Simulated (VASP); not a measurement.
BN, 4 atoms in the cell. It takes space group P6_3mc (No. 186, hexagonal). Conventional cell: a = 2.554 Å, b = 2.554 Å, c = 4.227 Å, α = 90.00°, β = 90.00°, γ = 120.00°. Within 2.1 Å of N (site symmetry 3m) lie 4 B at 1.57 to 1.58 Å. Within 2.1 Å of B (site symmetry 3m) lie 4 N at 1.57 to 1.58 Å. 

```yaml
Program: VASP 6.6.1
Task: single point
Functional: r2SCAN
Potentials_or_basis: VASP PAW PBE potentials, release 64 (N, B)
Cutoff: 520 eV
k_mesh: 12 × 12 × 6
Occupations: fermi-dirac, width 0.05 eV
Spin: no spin polarisation
Dipole_correction: no
Further_INCAR_settings: ALGO = Normal; EDIFF = 1e-06; NBANDS = 16
```

Potentials or basis: VASP PAW PBE potentials, release 64 (N, B).

Command:

```sh
$ cat potpaw_PBE.64/N/POTCAR potpaw_PBE.64/B/POTCAR > POTCAR
$ cp INCAR.step1 INCAR
$ mpirun -np 1 vasp_std > vasp.out
$ cp INCAR.step2 INCAR
$ mpirun -np 1 vasp_std > vasp.out
```

Hardware: 1 thread of Intel(R) Xeon(R) 6975P-C (Granite Rapids), on a shared host.

How long does it take, and how much memory?

Run time: 40 s on 1 thread of Intel(R) Xeon(R) 6975P-C (Granite Rapids), on a shared host, peak memory 0.14 GiB. Counts: k points 76.
